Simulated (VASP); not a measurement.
Fe4Pt, 10 atoms in the cell. It takes space group P6_3/mmc (No. 194, hexagonal). The conventional cell has a = 2.633 Å, b = 2.633 Å, c = 21.681 Å, α = 90.00°, β = 90.00°, γ = 120.00°. Within 3.4 Å of Fe (site symmetry 3m) lie 9 Fe at 2.61 to 2.63 Å and 3 Pt at 2.70 Å. Within 3.4 Å of Fe (site symmetry 3m) lie 12 Fe at 2.61 to 2.63 Å. Pt (site symmetry -6m2) has 6 Pt at 2.63 Å and 6 Fe at 2.70 Å within 3.5 Å. 

| Quantity | Value |
| --- | --- |
| Program | VASP 6.6.1 |
| Task | single point |
| Functional | PBE |
| Potentials or basis | VASP PAW PBE potentials, release 64 (Fe, Pt) |
| Cutoff | 520 eV |
| k mesh | 6 × 6 × 1 |
| Occupations | gaussian, width 0.1 eV |
| Spin | collinear spin, ferromagnetic start |
| Starting moments | [4.0, 4.0, 4.0, 4.0, 4.0, 4.0, 4.0, 4.0, 0.0, 0.0] μB |
| Dipole correction | no |
| Further INCAR settings | ALGO = Normal; EDIFF = 1e-06; NBANDS = 57 |

Potentials or basis: VASP PAW PBE potentials, release 64 (Fe, Pt).

Run with:

```console
$ cat potpaw_PBE.64/Fe/POTCAR potpaw_PBE.64/Pt/POTCAR > POTCAR
$ mpirun -np 1 vasp_std > vasp.out
```

Hardware: 1 thread of Intel(R) Xeon(R) Platinum 8488C (Sapphire Rapids), on a shared host.

Q: How long does it take, and how much memory?

A: Wall time 3.8 min on 1 thread of Intel(R) Xeon(R) Platinum 8488C (Sapphire Rapids) (shared host), peak memory 0.33 GiB. Counts: scf iterations 24, k points 7.
